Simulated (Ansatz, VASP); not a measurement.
One calculation of Li, two programs

```
CELL_PARAMETERS angstrom
0.02946 -0.03039 2.72622
-5.99161 -0.02398 -0.06371
2.97503 -5.18361 0.08879
ATOMIC_POSITIONS crystal
Li 0.97433 0.00065 0.01135
Li 0.99216 0.49699 0.49010
Li 0.02576 0.00959 0.50795
Li 0.00775 0.49276 0.99059
```

Change from the starting cell: cell x4, atoms moved at random (sigma 0.05 Å) and cell strained at random (1.5 %), then relaxed without symmetry.

Alike in both runs: task relaxation of cell and atoms; functional PBE; k mesh 8 × 4 × 4; occupations gaussian, width 0.2 eV; no spin polarisation.

|  | VASP | Ansatz |
| --- | --- | --- |
| version | VASP 6.6.1 | Ansatz 0.2.0 |
| potentials or method | VASP PAW PBE potentials, release 64 (Li_sv), cutoff 600 eV | scalar-relativistic, plane waves, PAW |
| valence electrons in the cell | 12 | 12 |

Ansatz gave:

| Item | Value |
| --- | --- |
| gap on the k mesh at the Fermi level, each at its own relaxed structure (eV) | none |
| relaxed volume (Å³/atom) | 20.24 |
| relaxed length of the cell vector where the two differ most in proportion (Å) | 5.104 |

Question: What did VASP give for the same quantities?

Answer: gap on the k mesh at the Fermi level, each at its own relaxed structure (eV): none; relaxed volume (Å³/atom): 19.65; relaxed length of the cell vector where the two differ most in proportion (Å): 6.006.

A gap of «none» marks a metal or a gap that the smearing closes. One of these differences is far larger than is usual between the two programs; its cause wasn't traced.

Noted on VASP's run: the cutoff is under 1.25 times that of the potentials, so the pressure is a little rough.
